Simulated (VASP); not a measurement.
Input of a VASP 6.6.1 run:

POSCAR

```
Pt
1.0
   -1.5689671389      1.5689671389      1.5689671389
    1.5689671389     -1.5689671389      1.5689671389
    1.5689671389      1.5689671389     -1.5689671389
Pt
1
Direct
    0.0000000000      0.0000000000      0.0000000000
```

INCAR.step1

```
PREC     = Accurate       # precision mode
ENCUT    = 520            # plane-wave cutoff, eV
ISMEAR   = 1              # smearing method
SIGMA    = 0.1            # smearing width, eV
LREAL    = F              # projectors in reciprocal space
LASPH    = T              # aspherical terms in the spheres
NELM     = 100            # most SCF steps
NBANDS   = 11             # bands
GGA      = PE             # functional
ALGO     = Normal         # electronic algorithm
EDIFF    = 1E-4           # SCF threshold, eV
LWAVE    = T              # write WAVECAR
LCHARG   = F              # write CHGCAR
```

The input INCAR.step2:

```
PREC     = Accurate       # precision mode
ENCUT    = 520            # plane-wave cutoff, eV
EDIFF    = 1E-7           # SCF threshold, eV
ISMEAR   = 1              # smearing method
SIGMA    = 0.1            # smearing width, eV
LREAL    = F              # projectors in reciprocal space
LASPH    = T              # aspherical terms in the spheres
NELM     = 100            # most SCF steps
ALGO     = Normal         # electronic algorithm
ISIF     = 2              # what is computed and relaxed
LWAVE    = F              # write WAVECAR
LCHARG   = F              # write CHGCAR
METAGGA  = R2SCAN         # meta-GGA
LMIXTAU  = T            
NBANDS   = 11             # bands
ISTART   = 1
```

KPOINTS

```
regular mesh
0
Gamma
  12 12 12
```

Potentials or basis: VASP PAW PBE potentials, release 64 (Pt).

Command:

```console
$ cat potpaw_PBE.64/Pt/POTCAR > POTCAR
$ cp INCAR.step1 INCAR
$ mpirun -np 1 vasp_std > vasp.out
$ cp INCAR.step2 INCAR
$ mpirun -np 1 vasp_std > vasp.out
```

(1) Estimate the pressure.

(2) Predict the band gap on the k mesh.

## Answers

(1) 0.7 GPa.

(2) zero (band 5 reaches 11.46 eV, above the bottom of band 6 at 9.05 eV).

Caveat: the PAW data sets were made with another functional, which shifts forces and pressure a little; spin-orbit coupling is left out, which moves the levels of the heavy elements.
